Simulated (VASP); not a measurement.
Input of a VASP 6.6.1 run:

The input INCAR:

```
SYSTEM = MoS2
ALGO = Normal ; EDIFF = 1E-6
ENCUT = 500 ; GGA = PE
GGA_COMPAT = .False. ; ISIF = 2
ISMEAR = -1 ; ISPIN = 2
LASPH = .True. ; LCHARG = .False.
LMAXMIX = 4 ; LORBIT = 11
LREAL = .False. ; LWAVE = .False.
MAGMOM = 2 2 0 0 0 0 ; NBANDS = 39
NELM = 200 ; PREC = Accurate
SIGMA = 0.02
```

Contents of KPOINTS:

```
k-points
0
Gamma
  16 16 4
  0 0 0
```

The input POSCAR:

```
MoS2
1.0
    3.1400000000      0.0000000000      0.0000000000
   -1.5700000000      2.7193197679      0.0000000000
    0.0000000000      0.0000000000     12.7806000000
Mo S
2 4
Direct
    0.3333333333      0.6666666667      0.2500000000
    0.6666666667      0.3333333333      0.7500000000
    0.3333333333      0.6666666667      0.6268101072
    0.6666666667      0.3333333333      0.1268101072
    0.3333333333      0.6666666667      0.8731898928
    0.6666666667      0.3333333333      0.3731898928
```

Potentials or basis: VASP PAW PBE potentials, release 64 (Mo_sv, S).

Run with:

```bash
$ cat potpaw_PBE.64/Mo_sv/POTCAR potpaw_PBE.64/S/POTCAR > POTCAR
$ mpirun -np 1 vasp_std > vasp.out
```

(1) What does it give for the largest force?

(2) Predict the net moment.

Answers

(1) 0.010 eV/Å.

(2) 0.00 μB per cell.

Caveat: the cell differs from its parent crystal (z stretched by +2 %, then relaxed in part).
